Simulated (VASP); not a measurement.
A run of VASP 6.6.1:

Contents of INCAR:

```
SYSTEM = As
PREC = Accurate
ENCUT = 520
EDIFF = 1E-6
ISMEAR = -1
SIGMA = 0.1
LREAL = .False.
LASPH = .True.
NELM = 60
ALGO = Normal
ISIF = 2
LWAVE = .False.
LCHARG = .False.
GGA = RP
NBANDS = 12
```

File KPOINTS:

```
Automatic mesh
0
Gamma
  10 10 10
  0 0 0
```

The input POSCAR:

```
As
1.0
    0.0000000000      3.1324784745      3.1324784745
    3.1324784745      0.0000000000      3.1324784745
    3.1324784745      3.1324784745      0.0000000000
As
2
Direct
    0.1250000000      0.1250000000      0.1250000000
    0.8750000000      0.8750000000      0.8750000000
```

Potentials or basis: VASP PAW PBE potentials, release 64 (As).

Run with:

```bash
$ cat potpaw_PBE.64/As/POTCAR > POTCAR
$ mpirun -np 1 vasp_std > vasp.out
```

Hardware: 1 thread of Intel Xeon 6975P-C, on a shared host.

Question: How long does it take, and how much memory?

Answer: It took 45 s on 1 thread of Intel Xeon 6975P-C, on a shared host, peak memory 0.21 GiB. Counts: scf iterations 11, k points 47.
